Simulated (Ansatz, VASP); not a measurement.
Two plane-wave programs on HfIn4SiO6

File INCAR:

```
SYSTEM = HfIn4SiO6
  PREC = Accurate
  ENCUT = 520
  EDIFF = 1E-7
  ISMEAR = 0
  SIGMA = 0.1
  LREAL = .False.
  LASPH = .True.
  NELM = 80
  ALGO = Normal
  ISIF = 2
  LWAVE = .False.
  LCHARG = .False.
  GGA = PE
  NBANDS = 63
```

KPOINTS

```
Automatic mesh
0
Gamma
  4 4 2
  0 0 0
```

POSCAR

```
HfIn4SiO6
1.0
    3.2303224102     -5.5776750000      0.0000000000
    3.2303224102      5.5776750000      0.0000000000
   -1.5389584759      0.0000000000      6.3087224781
Hf In Si O
1 4 1 6
Direct
    0.1017770000      0.1017770000      0.0091170000
    0.7922230000      0.4820440000      0.0081820000
    0.4820440000      0.7922230000      0.0081820000
    0.5447190000      0.2198290000      0.4839810000
    0.2198290000      0.5447190000      0.4839810000
    0.8543340000      0.8543340000      0.4452310000
    0.8350040000      0.5882170000      0.3810370000
    0.5882170000      0.8350040000      0.3810370000
    0.0289890000      0.0289890000      0.2949960000
    0.9792030000      0.9792030000      0.6955480000
    0.4285230000      0.1451400000      0.0743540000
    0.1451400000      0.4285230000      0.0743540000
```

Input for Ansatz:

```yaml
crystal:
  lattice:
    - [3.2303224102, -5.577675, 0.0]
    - [3.2303224102, 5.577675, 0.0]
    - [-1.5389584759, 0.0, 6.3087224781]
  atoms:
    - { symbol: Hf, position: [0.101777, 0.101777, 0.009117] }
    - { symbol: In, position: [0.792223, 0.482044, 0.008182] }
    - { symbol: In, position: [0.482044, 0.792223, 0.008182] }
    - { symbol: In, position: [0.544719, 0.219829, 0.483981] }
    - { symbol: In, position: [0.219829, 0.544719, 0.483981] }
    - { symbol: Si, position: [0.854334, 0.854334, 0.445231] }
    - { symbol: O, position: [0.835004, 0.588217, 0.381037] }
    - { symbol: O, position: [0.588217, 0.835004, 0.381037] }
    - { symbol: O, position: [0.028989, 0.028989, 0.294996] }
    - { symbol: O, position: [0.979203, 0.979203, 0.695548] }
    - { symbol: O, position: [0.428523, 0.14514, 0.074354] }
    - { symbol: O, position: [0.14514, 0.428523, 0.074354] }
basis:
  ecutwfc: 420
kpoints:
  mp_grid: { grid: [4, 4, 2] }
hamiltonian:
  xc: pbe
scf:
  occupations: { method: gaussian, width: 0.1 }
  lower_state_search: "off"
output:
  forces: true
  stress: true
  eigenvalues: true
```

Alike in both runs: task single point; functional PBE; k mesh 4 × 4 × 2; occupations gaussian, width 0.1 eV; no spin polarisation.

|  | VASP | Ansatz |
| --- | --- | --- |
| version | VASP 6.6.1 | Ansatz 0.2.0 |
| potentials or method | VASP PAW PBE potentials, release 64 (Hf_pv, In_d, Si, O), cutoff 520 eV | scalar-relativistic, plane waves, PAW |
| valence electrons in the cell | 102 | 118 |

|  | VASP | Ansatz | Ansatz less VASP |
| --- | --- | --- | --- |
| gap on the k mesh at the Fermi level (eV) | 0.56 | 0.57 | +0.013 |
| least direct gap on the mesh (eV) | 1.05 | 1.07 | +0.013 |
| pressure (GPa) | -0.3 | 0.0 | +0.25 |
| traceless stress, the component that is largest in VASP (GPa) | -0.22 | -0.08 | +0.132 |
| rms of the force components (eV/Å) | 0.052 | 0.008 | -0.0439 |

Atom by atom the forces differ by 0.052 eV/Å (rms over components). The functional is the same, so the differences come from potentials, cutoffs and numerics. VASP's potentials hold 102 valence electrons a cell and Ansatz's 118, so a difference there can come from the potentials and not from the codes.

The k mesh is coarse, so the values compare programs but aren't converged. Spin-orbit coupling is off throughout.
